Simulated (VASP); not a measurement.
# C (P6_3/mmc) in VASP: further runs

Runs on C. Level: PBE. Tasks: single point.

The COD entry that gives the cell may itself be a prediction, so a difference from it is no test against experiment.

Program: VASP 6.6.1. These are calculated values, not measurements. Logs are shortened: lines on timing, memory, paths and dates and some standing lists are left out, and cuts for length are marked.

## (1) The cell of the first run

The structure is hexagonal, space group P6_3/mmc (No. 194). Conventional cell: a = 2.432 Å, b = 2.432 Å, c = 13.051 Å, α = 90.00°, β = 90.00°, γ = 120.00°. Within 2.0 Å of C (site symmetry 3m) lie 4 C at 1.51 to 1.65 Å. Within 2.0 Å of C (site symmetry 3m) lie 4 C at 1.51 to 1.62 Å. Within 2.0 Å of C (site symmetry 3m) lie 4 C at 1.51 to 1.62 Å.

## (2) Single point, PBE

Contents of INCAR:

```
ALGO = Normal
EDIFF = 1E-6
ENCUT = 520
GGA = PE
ISIF = 2
ISMEAR = 0
LASPH = T
LCHARG = F
LREAL = F
LWAVE = F
NBANDS = 36
NELM = 60
PREC = Accurate
SIGMA = 0.05
```

Contents of KPOINTS:

```
k-points
0
Gamma
  12 12 2
```

Contents of POSCAR:

```
C
1.0
    2.4323000000      0.0000000000      0.0000000000
   -1.2161500000      2.1064335896      0.0000000000
    0.0000000000      0.0000000000     13.0506000000
C
12
Direct
    0.0000000000      0.0000000000      0.1868593266
    0.0000000000      0.0000000000      0.6868593266
    0.0000000000      0.0000000000      0.3131406734
    0.0000000000      0.0000000000      0.8131406734
    0.3333333333      0.6666666667      0.5207665411
    0.6666666667      0.3333333333      0.0207665411
    0.3333333333      0.6666666667      0.9792334589
    0.6666666667      0.3333333333      0.4792334589
    0.3333333333      0.6666666667      0.6450950823
    0.6666666667      0.3333333333      0.1450950823
    0.3333333333      0.6666666667      0.8549049177
    0.6666666667      0.3333333333      0.3549049177
```

Potentials or basis: VASP PAW PBE potentials, release 64 (C).

Started as:

```
$ cat potpaw_PBE.64/C/POTCAR > POTCAR
$ mpirun -np 1 vasp_std > vasp.out
```

OUTCAR:

```text
EDIFF = 1E-6
   ENCUT = 520
   GGA = PE
   ISIF = 2
   ISMEAR = 0
   LASPH = T
   LREAL = F
   NELM = 60
   PREC = Accurate

 ion  position               nearest neighbor table
   1  0.000  0.000  0.187-  10 1.51  10 1.51  10 1.51   3 1.65
   2  0.000  0.000  0.687-   9 1.51   9 1.51   9 1.51   4 1.65
   3  0.000  0.000  0.313-  12 1.51  12 1.51  12 1.51   1 1.65
   4  0.000  0.000  0.813-  11 1.51  11 1.51  11 1.51   2 1.65
   5  0.333  0.667  0.521-   8 1.51   8 1.51   8 1.51   9 1.62
   6  0.667  0.333  0.021-   7 1.51   7 1.51   7 1.51  10 1.62
   7  0.333  0.667  0.979-   6 1.51   6 1.51   6 1.51  11 1.62
   8  0.667  0.333  0.479-   5 1.51   5 1.51   5 1.51  12 1.62
   9  0.333  0.667  0.645-   2 1.51   2 1.51   2 1.51   5 1.62
  10  0.667  0.333  0.145-   1 1.51   1 1.51   1 1.51   6 1.62
  11  0.333  0.667  0.855-   4 1.51   4 1.51   4 1.51   7 1.62
  12  0.667  0.333  0.355-   3 1.51   3 1.51   3 1.51   8 1.62

  LATTYP: Found a hexagonal cell.
 ALAT       =     2.4323000000
 C/A-ratio  =     5.3655387904

  Lattice vectors:

 A1 = (   2.4323000000,   0.0000000000,   0.0000000000)
 A2 = (  -1.2161500000,   2.1064335896,   0.0000000000)
 A3 = (   0.0000000000,   0.0000000000,  13.0506000000)

Analysis of symmetry for initial positions (statically):
=====================================================================
 Subroutine PRICEL returns:
 Original cell was already a primitive cell.

 Routine SETGRP: Setting up the symmetry group for a
 hexagonal supercell.

 Subroutine GETGRP returns: Found 24 space group operations
 (whereof 12 operations were pure point group operations)
 out of a pool of 24 trial point group operations.

The static configuration has the point symmetry D_3d.
 The point group associated with its full space group is D_6h.

Analysis of symmetry for dynamics (positions and initial velocities):
=====================================================================
 Subroutine PRICEL returns:
 Original cell was already a primitive cell.

 Routine SETGRP: Setting up the symmetry group for a
 hexagonal supercell.

 Subroutine GETGRP returns: Found 24 space group operations
 (whereof 12 operations were pure point group operations)
 out of a pool of 24 trial point group operations.

The dynamic configuration has the point symmetry D_3d.
 The point group associated with its full space group is D_6h.

 Subroutine INISYM returns: Found 24 space group operations
 (whereof 12 operations are pure point group operations),
 and found     1 'primitive' translations

----------------------------------------------------------------------------------------

                                     Primitive cell

  volume of cell :      66.8645

  direct lattice vectors                    reciprocal lattice vectors
     2.432300000  0.000000000  0.000000000     0.411133495  0.237368034  0.000000000
    -1.216150000  2.106433590  0.000000000     0.000000000  0.474736068  0.000000000
     0.000000000  0.000000000 13.050600000     0.000000000  0.000000000  0.076624830

  length of vectors
     2.432300000  2.432300000 13.050600000     0.474736068  0.474736068  0.076624830

  position of ions in fractional coordinates (direct lattice)
     0.000000000  0.000000000  0.186859327
     0.000000000  0.000000000  0.686859327
     0.000000000  0.000000000  0.313140673
     0.000000000  0.000000000  0.813140673
     0.333333333  0.666666667  0.520766541
     0.666666667  0.333333333  0.020766541
     0.333333333  0.666666667  0.979233459
     0.666666667  0.333333333  0.479233459
     0.333333333  0.666666667  0.645095082
     0.666666667  0.333333333  0.145095082
     0.333333333  0.666666667  0.854904918
     0.666666667  0.333333333  0.354904918

  ion indices of the primitive-cell ions
   primitive index   ion index
                 1           1
                 2           2
                 3           3
                 4           4
                 5           5
                 6           6
                 7           7
                 8           8
                 9           9
                10          10
                11          11
                12          12

----------------------------------------------------------------------------------------

 KPOINTS: k-points

Automatic generation of k-mesh.
 Grid dimensions read from file:
 generate k-points for:   12   12    2

 Generating k-lattice:

  Cartesian coordinates                     Fractional coordinates (reciprocal lattice)
     0.034261125  0.019780670  0.000000000     0.083333333  0.000000000  0.000000000
     0.000000000  0.039561339  0.000000000     0.000000000  0.083333333  0.000000000
     0.000000000  0.000000000  0.038312415     0.000000000  0.000000000  0.500000000

  Length of vectors
     0.039561339  0.039561339  0.038312415

  Shift w.r.t. Gamma in fractional coordinates (k-lattice)
     0.000000000  0.000000000  0.000000000

[... 33 lines left out ...]
   ENCUT  =  520.0 eV  38.22 Ry    6.18 a.u.   4.52  4.52 24.27*2*pi/ulx,y,z
   NELM   =     60;   NELMIN=  2; NELMDL= -5     # of ELM steps
   EDIFF  = 0.1E-05   stopping-criterion for ELM
   LREAL  =      F    real-space projection
   EDIFFG = 0.1E-04   stopping-criterion for IOM
   NSW    =      0    number of steps for IOM
   IBRION =     -1    ionic relax: 0-MD 1-quasi-New 2-CG
   NFREE  =      0    steps in history (QN), initial steepest desc. (CG)
   ISIF   =      2    stress and relaxation
   ISYM   =      2    0-nonsym 1-usesym 2-fastsym
   POTIM  = 0.5000    time-step for ionic-motion
   TEBEG  =    0.0;   TEEND  =   0.0 temperature during run
   PSTRESS=    0.0 pullay stress
   NELECT =      48.0000    total number of electrons
   NUPDOWN=      -1.0000    fix difference up-down
   EMIN   =  10.00;   EMAX   =-10.00  energy-range for DOS
   EFERMI =   0.00;   METHOD = LEGACY
   ISMEAR =     0;   SIGMA  =   0.05  broadening in eV -4-tet -1-fermi 0-gaus
   EFERMI_NEDOS =   21; number of points for ismear=-14 and -15
   IALGO  =     38    algorithm
   IMIX   =      4    mixing-type and parameters
     AMIX     =   0.40;   BMIX     =  1.00
     AMIX_MAG =   1.60;   BMIX_MAG =  1.00
  volume/ion in A,a.u.               =       5.57        37.60
  Fermi-wavevector in a.u.,A,eV,Ry     =   1.465852  2.770059 29.235137  2.148722
  Thomas-Fermi vector in A             =   2.581659
   LORBIT       =      0    0 simple, 1 ext, 2 COOP (PROOUT), +10 PAW based schemes
   GGA     = PE    functional components
   LHFCALC =     F    Hartree Fock is set to
   AEXX    =    0.0000 exact exchange contribution
   IVDW    =     0    specifies the selected vdW correction
   LEPSILON=     F    determine dielectric tensor
   LRPA    =     F    only Hartree local field effects (RPA)
 non-spin polarized calculation
 Gauss-broadening in eV      SIGMA  =   0.05
  energy-cutoff  :      520.00
  volume of cell :       66.86
 maximum number of plane-waves:      1834
   NGX =  9   NGY =  9   NGZ = 49

 number of electron      47.9999995 magnetization

 Free energy of the ion-electron system (eV)
  ---------------------------------------------------
  ext. energy  EPLUGINS =         0.00000000
  ---------------------------------------------------
  free energy    TOTEN  =      -107.80079912 eV

  energy without entropy =     -107.80079912  energy(sigma->0) =     -107.80079912

 E-fermi :  10.3729     XC(G=0): -13.3405

 val. band max:       10.1326431302   @ k =   0.0000   0.0000   0.0000
 cond. band min:      13.4537358187   @ k =   0.0000   0.0000   0.0000
 fundamental gap:      3.3210926886
 Fermi energy:        10.3728779793

 k-point     1 :       0.0000    0.0000    0.0000
  band No.  band energies     occupation
      1     -11.7780      2.00000
      2     -11.1511      2.00000
      3     -11.0529      2.00000
      4      -9.1865      2.00000
      5      -9.1308      2.00000
      6      -7.1165      2.00000
[... 28 lines left out ...]
     35      18.5815      0.00000
     36      19.0590      0.00000
[... 866 lines left out ...]
      6      -5.1964      2.00000
[... 28 lines left out ...]
     35      19.6112      0.00000
     36      19.6112      0.00000

 [... further k-points ...]

------------------------ aborting loop because EDIFF is reached ----------------------------------------

  FORCE on cell =-STRESS in cart. coord.  units (eV):
  Direction    XX          YY          ZZ          XY          YZ          ZX
  --------------------------------------------------------------------------------------
  -------------------------------------------------------------------------------------
  Total       19.9953277     19.9953277    -21.4182021     -0.0000000      0.0000000      0.0000000
  in kB      479.1193573    479.1193573   -513.2136562     -0.0000000      0.0000000      0.0000000
  external PRESSURE =     148.3416862 kB  Pullay stress =       0.0000000 kB

 VOLUME and BASIS-vectors are now :
 -----------------------------------------------------------------------------
  energy-cutoff  :      520.00
  volume of cell :       66.86
      direct lattice vectors                 reciprocal lattice vectors
     2.432300000  0.000000000  0.000000000     0.411133495  0.237368034  0.000000000
    -1.216150000  2.106433590  0.000000000     0.000000000  0.474736068  0.000000000
     0.000000000  0.000000000 13.050600000     0.000000000  0.000000000  0.076624830

 POSITION                                       TOTAL-FORCE (eV/Angst)
 -----------------------------------------------------------------------------------
      0.00000      0.00000      2.43863        -0.000000     -0.000000     -0.019605
      0.00000      0.00000      8.96393        -0.000000      0.000000     -0.019605
      0.00000      0.00000      4.08667        -0.000000     -0.000000      0.019605
      0.00000      0.00000     10.61197        -0.000000      0.000000      0.019605
     -0.00000      1.40429      6.79632         0.000000     -0.000000      0.023502
      1.21615      0.70214      0.27102        -0.000000      0.000000      0.023502
     -0.00000      1.40429     12.77958         0.000000     -0.000000     -0.023502
      1.21615      0.70214      6.25428        -0.000000      0.000000     -0.023502
     -0.00000      1.40429      8.41888        -0.000000      0.000000      0.107229
      1.21615      0.70214      1.89358         0.000000      0.000000      0.107229
     -0.00000      1.40429     11.15702         0.000000      0.000000     -0.107229
      1.21615      0.70214      4.63172         0.000000     -0.000000     -0.107229
 -----------------------------------------------------------------------------------
    total drift:                                0.000000     -0.000000      0.000000

  FREE ENERGIE OF THE ION-ELECTRON SYSTEM (eV)
  ---------------------------------------------------
  free  energy   TOTEN  =      -107.8007991190 eV

  energy  without entropy=     -107.8007991190  energy(sigma->0) =     -107.80079912
```

Run time: 39 s. Hardware: 1 thread of Intel Xeon 6975P-C (Granite Rapids), shared host; peak memory 0.2 GiB.

What came out:

```
Free energy            : -107.8008 eV
Pressure               : 14.8 GPa
Largest force          : 0.107 eV/Å
Band gap on the k mesh : 3.32 eV, direct
```

Forces in eV/Å, atoms in the order of the input:
```
C    0.000  0.000 -0.020
C    0.000  0.000 -0.020
C    0.000  0.000  0.020
C    0.000  0.000  0.020
C    0.000  0.000  0.024
C    0.000  0.000  0.024
C    0.000  0.000 -0.024
C    0.000  0.000 -0.024
C    0.000  0.000  0.107
C    0.000  0.000  0.107
C    0.000  0.000 -0.107
C    0.000  0.000 -0.107
```

A k mesh can miss the band edges.

## (3) Single point, PBE

This run uses another cell than the first one, of the same volume but with other edges.

Contents of INCAR:

```
  PREC = Accurate
  ENCUT = 520
  EDIFF = 1E-6
  ISMEAR = 0
  SIGMA = 0.05
  LREAL = False
  LASPH = True
  NELM = 60
  ALGO = Normal
  ISIF = 2
  LWAVE = False
  LCHARG = True
  GGA = PE
  LELF = True
  LVHAR = True
  NBANDS = 36
```

Contents of KPOINTS:

```
regular mesh
0
Gamma
  12 12 2
```

Changes to POSCAR since step 2:

```diff
@@ -2,5 +2,5 @@
 1.0
-    2.4323000000      0.0000000000      0.0000000000
-   -1.2161500000      2.1064335896      0.0000000000
-    0.0000000000      0.0000000000     13.0506000000
+    2.4764000000      0.0000000000      0.0000000000
+   -1.2382000000      2.1446253099      0.0000000000
+    0.0000000000      0.0000000000     12.5845000000
 C
```

Potentials or basis: VASP PAW PBE potentials, release 64 (C).

Started as:

```
$ cat potpaw_PBE.64/C/POTCAR > POTCAR
$ mpirun -np 1 vasp_std > vasp.out
```

Wall time 38 s (1 thread of Intel Xeon 6975P-C (Granite Rapids), shared host); peak memory 0.2 GiB.

The run converged. Its results:

```
Free energy            : -108.8314 eV
Pressure               : 11.6 GPa
Largest force          : 0.101 eV/Å
Band gap on the k mesh : 4.57 eV, indirect (least direct gap 4.82 eV)
```

Forces on the atoms (eV/Å):
```
C    0.000  0.000  0.097
C    0.000  0.000  0.097
C    0.000  0.000 -0.097
C    0.000  0.000 -0.097
C    0.000  0.000  0.101
C    0.000  0.000  0.101
C    0.000  0.000 -0.101
C    0.000  0.000 -0.101
C    0.000  0.000 -0.045
C    0.000  0.000 -0.045
C    0.000  0.000  0.045
C    0.000  0.000  0.045
```

Stress tensor (GPa, compression positive):
```
 23.81   0.00   0.00
  0.00  23.81   0.00
  0.00   0.00 -12.91
```

Levels at points of the mesh, in eV from the valence-band top:
```
           k point  band 22  band 23  band 24  band 25  band 26  band 27
(0.00, 0.00, 0.00)    -0.19     0.00     0.00     4.82     5.76     5.76
(0.50, 0.00, 0.00)    -4.10    -3.71    -3.09     5.06     5.16     5.63
(0.00, 0.00, 0.50)    -0.28    -0.28    -0.28     5.85     5.85     6.11
(0.50, 0.00, 0.50)    -3.91    -3.39    -3.39     5.22     5.22     5.45
```

## (4) Single point, PBE

This run uses another cell than the first one, of 5.61 Å³/atom, 1.006 times its volume.

Contents of INCAR:

```
SYSTEM = C
  PREC = Accurate
  ENCUT = 520
  EDIFF = 1E-6
  ISMEAR = 0
  SIGMA = 0.05
  LREAL = .False.
  LASPH = .True.
  NELM = 60
  ALGO = Normal
  ISIF = 2
  LWAVE = .False.
  LCHARG = .False.
  GGA = PE
  NBANDS = 36
```

Contents of KPOINTS:

```
Automatic mesh
0
Gamma
  12 12 2
  0 0 0
```

Changes to POSCAR since step 3:

```diff
@@ -2,5 +2,5 @@
 1.0
-    2.4764000000      0.0000000000      0.0000000000
-   -1.2382000000      2.1446253099      0.0000000000
-    0.0000000000      0.0000000000     12.5845000000
+    2.5647000000      0.0000000000      0.0000000000
+   -1.2823500000      2.2210953531      0.0000000000
+    0.0000000000      0.0000000000     11.8077000000
 C
```

Started as:

```
$ cat potpaw_PBE.64/C/POTCAR > POTCAR
$ mpirun -np 1 vasp_std > vasp.out
```

It took 39 s on 1 thread of Intel Xeon 6975P-C (Granite Rapids), shared host; peak memory 0.2 GiB.

The run converged. Its results:

- Free energy: -108.1743 eV
- Pressure: 11.1 GPa
- Largest force: 0.621 eV/Å
- Band gap on the k mesh: 3.68 eV, indirect (least direct gap 4.61 eV)

Forces in eV/Å, atoms in the order of the input:
```
C    0.000  0.000 -0.555
C    0.000  0.000 -0.555
C    0.000  0.000  0.555
C    0.000  0.000  0.555
C    0.000  0.000 -0.621
C    0.000  0.000 -0.621
C    0.000  0.000  0.621
C    0.000  0.000  0.621
C    0.000  0.000  0.403
C    0.000  0.000  0.403
C    0.000  0.000 -0.403
C    0.000  0.000 -0.403
```

Stress tensor (GPa, compression positive):
```
-18.47   0.00   0.00
  0.00 -18.47   0.00
  0.00   0.00  70.27
```

Levels at points of the mesh, in eV from the valence-band top:
| k point | band 21 | band 22 | band 23 | band 24 | band 25 | band 26 | band 27 | band 28 |
| --- | --- | --- | --- | --- | --- | --- | --- | --- |
| (0.00, 0.00, 0.00) | -1.32 | -0.33 | 0.00 | 0.00 | 4.61 | 4.61 | 5.98 | 5.98 |
| (0.50, 0.00, 0.00) | -4.18 | -4.12 | -3.64 | -2.64 | 3.68 | 4.40 | 4.53 | 6.49 |
| (0.00, 0.00, 0.50) | -0.46 | -0.46 | -0.46 | -0.46 | 5.13 | 5.13 | 5.13 | 5.13 |
| (0.50, 0.00, 0.50) | -3.71 | -3.71 | -3.11 | -3.11 | 3.88 | 3.88 | 5.44 | 5.44 |

A k mesh can miss the band edges. A hybrid or GW would open this gap; PBE tends to underestimate it.

## (5) Single point, PBE

This run uses another cell than the first one, of 5.64 Å³/atom, 1.012 times its volume.

Contents of INCAR:

```
SYSTEM = C
  ALGO = Normal
  EDIFF = 1E-6
  ENCUT = 520
  GGA = PE
  ISIF = 2
  ISMEAR = 0
  LASPH = .TRUE.
  LCHARG = .TRUE.
  LELF = .TRUE.
  LREAL = .FALSE.
  LVHAR = .TRUE.
  LWAVE = .FALSE.
  NBANDS = 36
  NELM = 80
  PREC = Accurate
  SIGMA = 0.05
```

Contents of KPOINTS:

```
k-points
0
G
  12 12 2
  0 0 0
```

Changes to POSCAR since step 4:

```diff
@@ -2,5 +2,5 @@
 1.0
-    2.5647000000      0.0000000000      0.0000000000
-   -1.2823500000      2.2210953531      0.0000000000
-    0.0000000000      0.0000000000     11.8077000000
+    2.4764000000      0.0000000000      0.0000000000
+   -1.2382000000      2.1446253099      0.0000000000
+    0.0000000000      0.0000000000     12.7398000000
 C
```

Started as:

```
$ cat potpaw_PBE.64/C/POTCAR > POTCAR
$ mpirun -np 1 vasp_std > vasp.out
```

Wall time 42 s (1 thread of Intel Xeon 6975P-C (Granite Rapids), shared host); peak memory 0.19 GiB.

It converged, with:

```
Free energy            : -108.7298 eV
Pressure               : 6.4 GPa
Largest force          : 0.078 eV/Å
Band gap on the k mesh : 4.48 eV, direct
```

Forces on the atoms (eV/Å):
```
C    0.000  0.000  0.057
C    0.000  0.000  0.057
C    0.000  0.000 -0.057
C    0.000  0.000 -0.057
C    0.000  0.000  0.078
C    0.000  0.000  0.078
C    0.000  0.000 -0.078
C    0.000  0.000 -0.078
C    0.000  0.000  0.000
C    0.000  0.000  0.000
C    0.000  0.000  0.000
C    0.000  0.000  0.000
```

Stress tensor (GPa, compression positive):
```
 22.94   0.00   0.00
  0.00  22.94   0.00
  0.00   0.00 -26.82
```

Levels at points of the mesh, in eV from the valence-band top:
```tsv
k point	band 22	band 23	band 24	band 25	band 26	band 27
(0.00, 0.00, 0.00)	-0.22	0.00	0.00	4.48	5.85	5.85
(0.50, 0.00, 0.00)	-4.06	-3.68	-3.11	4.99	5.18	5.71
(0.00, 0.00, 0.50)	-0.26	-0.26	-0.26	5.61	5.61	6.18
(0.50, 0.00, 0.50)	-3.89	-3.39	-3.39	5.22	5.22	5.34
```

A k mesh can miss the band edges. Expect the measured gap to be larger: semilocal functionals such as PBE lack the derivative discontinuity.

## (6) Summary

| cell | gap on the mesh (eV) | pressure (GPa) | largest force (eV/Å) |
| --- | --- | --- | --- |
| a = 2.432, b = 2.432, c = 13.051 Å, angles 90.0, 90.0, 120.0°, 12 atoms | 3.32 | 14.8 | 0.11 |
| a = 2.476, b = 2.476, c = 12.585 Å, angles 90.0, 90.0, 120.0°, 12 atoms | 4.57 | 11.6 | 0.10 |
| a = 2.565, b = 2.565, c = 11.808 Å, angles 90.0, 90.0, 120.0°, 12 atoms | 3.68 | 11.1 | 0.62 |
| a = 2.476, b = 2.476, c = 12.740 Å, angles 90.0, 90.0, 120.0°, 12 atoms | 4.48 | 6.4 | 0.08 |

Alike in all rows: task single point; level PBE; potentials or basis VASP PAW PBE potentials, release 64 (C); no spin polarisation; k mesh 12 × 12 × 2; cutoff (eV) 520; smearing gaussian 0.05 eV.

Total energies depend on the potentials used, so only differences within one code and one set of settings carry meaning.
